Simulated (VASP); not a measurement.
A run of VASP 6.6.1:

File INCAR:

```
PREC = Accurate
ENCUT = 520
EDIFF = 1E-7
ISMEAR = 0
SIGMA = 0.15
LREAL = F
LASPH = T
NELM = 150
ALGO = Fast
ISIF = 2
LWAVE = F
LCHARG = F
ISPIN = 2
MAGMOM = 0.5
LORBIT = 11
NUPDOWN = 0.5
LMAXMIX = 4
GGA = PE
NBANDS = 16
```

KPOINTS

```
Automatic mesh
0
Gamma
  22 22 22
```

POSCAR

```
Ti
1.0
   -1.6518192362      1.6518192362      1.6518192362
    1.6518192362     -1.6518192362      1.6518192362
    1.6518192362      1.6518192362     -1.6518192362
Ti
1
Direct
    0.0000000000      0.0000000000      0.0000000000
```

Potentials or basis: VASP PAW PBE potentials, release 64 (Ti_sv).

Command:

```console
$ cat potpaw_PBE.64/Ti_sv/POTCAR > POTCAR
$ mpirun -np 1 vasp_std > vasp.out
```

Hardware: 1 thread of Intel Xeon 8259CL (shared host).

Q: How long does it take, and how much memory?

A: Wall time 4.4 min on 1 thread of Intel Xeon 8259CL, with other jobs on the host, peak memory 0.26 GiB. Counts: scf iterations 18, k points 328.
